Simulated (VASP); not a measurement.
**Zr3S2: relaxation of cell and atoms with PBEsol+U**

Zr3S2:

```
Zr S
1.0
     2.90254    1.67578    3.48777
    -2.90254    1.67578    3.48777
     0.00000   -3.35156    3.48777
Zr S
3 2
Direct
  0.83873 0.50000 0.16127
  0.50000 0.16127 0.83873
  0.16127 0.83873 0.50000
  0.66502 0.66502 0.66502
  0.33498 0.33498 0.33498
```

```
Program                : VASP 6.6.1
Task                   : relaxation of cell and atoms
Functional             : PBEsol
Potentials or basis    : VASP PAW PBE potentials, release 64 (Zr_sv, S)
Cutoff                 : 600 eV
k mesh                 : 6 × 6 × 6
Occupations            : fermi-dirac, width 0.05 eV
Spin                   : no spin polarisation
Hubbard terms          : Zr d U = 4.0 eV
Dipole correction      : no
Further INCAR settings : ALGO = Normal; EDIFF = 1e-07; IBRION = 2; EDIFFG = -0.01; NSW = 60; ISIF = 3
```

```
Relaxed volume                        : 20.70 Å³/atom
Relaxed cell                          : a = 4.868 Å, b = 4.868 Å, c = 4.868 Å, α = 73.53°, β = 73.53°, γ = 73.53°
Space group after relaxing (to 0.1 Å) : R32 (No. 155)
Energy gained by relaxing             : 2.4 meV/atom
Ionic steps                           : 5
Pressure after relaxing               : 0.0 GPa
Largest force after relaxing          : 0.004 eV/Å
Band gap on the k mesh                : zero (bands 24 and 25 overlap by 0.28 eV)
```

Forces on the atoms (eV/Å):
```
Zr   0.002  0.003  0.000
Zr   0.002 -0.003  0.000
Zr  -0.003  0.000  0.000
S    0.000  0.000  0.004
S    0.000  0.000 -0.004
```

The path:
```tsv
step	energy change (eV)	largest force (eV/Å)	pressure (GPa)	volume (Å³)
1	0.0000	0.0942	2.05	101.79
2	0.0055	0.0817	-2.49	105.67
3	-0.0114	0.0655	-0.08	103.52
4	-0.0122	0.0100	-0.02	103.48
5	-0.0122	0.0036	0.00	103.48
```

Final structure:
```
Zr S
1.0
     2.91384    1.68231    3.51820
    -2.91384    1.68231    3.51820
     0.00000   -3.36462    3.51820
Zr S
3 2
Direct
  0.83791 0.50000 0.16209
  0.50000 0.16209 0.83791
  0.16209 0.83791 0.50000
  0.66451 0.66451 0.66451
  0.33549 0.33549 0.33549
```

Levels at points of the mesh, in eV from the Fermi level:
```csv
k point,band 22,band 23,band 24,band 25,band 26,band 27
"(0.00, 0.00, 0.00)",-1.77,0.06,0.06,0.82,0.82,1.92
"(0.50, 0.00, 0.00)",-1.20,-0.79,-0.62,-0.16,1.26,1.80
"(0.50, 0.50, 0.00)",-1.25,-0.92,-0.26,0.07,1.00,2.07
"(0.50, 0.50, 0.50)",-0.44,-0.14,-0.14,0.54,0.54,1.37
```

Eigenvalues of the final occupation matrices:
```csv
site,spin,trace,eigenvalues
site 1 d,1,0.74,0.09 0.11 0.17 0.17 0.20
site 1 d,2,0.74,0.09 0.11 0.17 0.17 0.20
site 2 d,1,0.74,0.09 0.11 0.17 0.17 0.20
site 2 d,2,0.74,0.09 0.11 0.17 0.17 0.20
site 3 d,1,0.74,0.09 0.11 0.17 0.17 0.20
site 3 d,2,0.74,0.09 0.11 0.17 0.17 0.20
```

Run time: 7.1 min on 1 thread of Intel(R) Xeon(R) Platinum 8375C CPU @ 2.90GHz (Ice Lake) (shared host), peak memory 0.3 GiB.

Caveat: the PAW data sets were made with another functional, which shifts forces and pressure a little; U without spin polarisation on a metal has little footing.
